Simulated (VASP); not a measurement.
Wanted: the native input for a VASP 6.6.1 run.

```
Task                   : single point
Functional             : PBE
Potentials or basis    : VASP PAW PBE potentials, release 64 (Sn_d, O)
Cutoff                 : 520 eV
k mesh                 : 12 × 12 × 12
Occupations            : gaussian, width 0.05 eV
Spin                   : no spin polarisation
Dipole correction      : no
Further INCAR settings : ALGO = Normal; EDIFF = 1e-07; NBANDS = 20
```

The structure of SnO2 lies in POSCAR:

```
SnO2
1.0
    1.6167660720      0.9334403269      4.7871000000
   -1.6167660720      0.9334403269      4.7871000000
    0.0000000000     -1.8668806537      4.7871000000
Sn O
1 2
Direct
    0.5000000000      0.5000000000      0.5000000000
    0.2348826742      0.2348826742      0.2348826742
    0.7651173258      0.7651173258      0.7651173258
```

The input as run:

INCAR

```
PREC = Accurate
ENCUT = 520
EDIFF = 1E-7
ISMEAR = 0
SIGMA = 0.05
LREAL = F
LASPH = T
NELM = 80
ALGO = Normal
ISIF = 2
LWAVE = F
LCHARG = F
GGA = PE
NBANDS = 20
```

KPOINTS

```
regular mesh
0
Gamma
  12 12 12
```

Potentials or basis: VASP PAW PBE potentials, release 64 (Sn_d, O).

Launch:

```console
$ cat potpaw_PBE.64/Sn_d/POTCAR potpaw_PBE.64/O/POTCAR > POTCAR
$ mpirun -np 1 vasp_std > vasp.out
```

Results of the run:

The pressure is 2.9 GPa and the largest force is 0.405 eV/Å. The band gap on the k mesh is 1.99 eV (least direct gap 2.18 eV).

Caveat: spin-orbit coupling is left out, which moves the levels of the heavy elements.

It took 6.8 min on 1 thread of AMD EPYC 7R43 64-Core Processor (Zen 3) (shared host), peak memory 0.3 GiB.
